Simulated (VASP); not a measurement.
Input of a VASP 6.6.1 run:

INCAR

```
PREC = Accurate
ENCUT = 520
EDIFF = 1E-6
ISMEAR = 0
SIGMA = 0.1
LREAL = F
LASPH = T
NELM = 80
ALGO = Normal
ISIF = 2
LWAVE = F
LCHARG = T
GGA = PE
LELF = T
LVHAR = T
NBANDS = 21
```

KPOINTS

```
regular mesh
0
Gamma
  6 6 6
```

File POSCAR:

```
LiTaO2
1.0
    1.5355808600      0.8865680200      5.5532108100
   -1.5355808600      0.8865680200      5.5532108100
    0.0000000000     -1.7731360400      5.5532108100
Li Ta O
1 1 2
Direct
    0.0000000000      0.0000000000      0.0000000000
    0.5000000000      0.5000000000      0.5000000000
    0.2328999900      0.2328999900      0.2328999900
    0.7671000100      0.7671000100      0.7671000100
```

Potentials or basis: VASP PAW PBE potentials, release 64 (Li_sv, Ta_pv, O).

Command:

```console
$ cat potpaw_PBE.64/Li_sv/POTCAR potpaw_PBE.64/Ta_pv/POTCAR potpaw_PBE.64/O/POTCAR > POTCAR
$ mpirun -np 1 vasp_std > vasp.out
```

(1) What does it give for the largest force?

(2) Estimate the band gap on the k mesh.

Answers

(1) 3.479 eV/Å.

(2) zero (bands 13 and 14 overlap by 0.18 eV).

Caveat: the k points lie up to 0.40 Å⁻¹ apart; spin-orbit coupling is left out, which moves the levels of the heavy elements; forces of over 1 eV/Å act on the atoms, so gaps and moduli don't describe the material at rest.
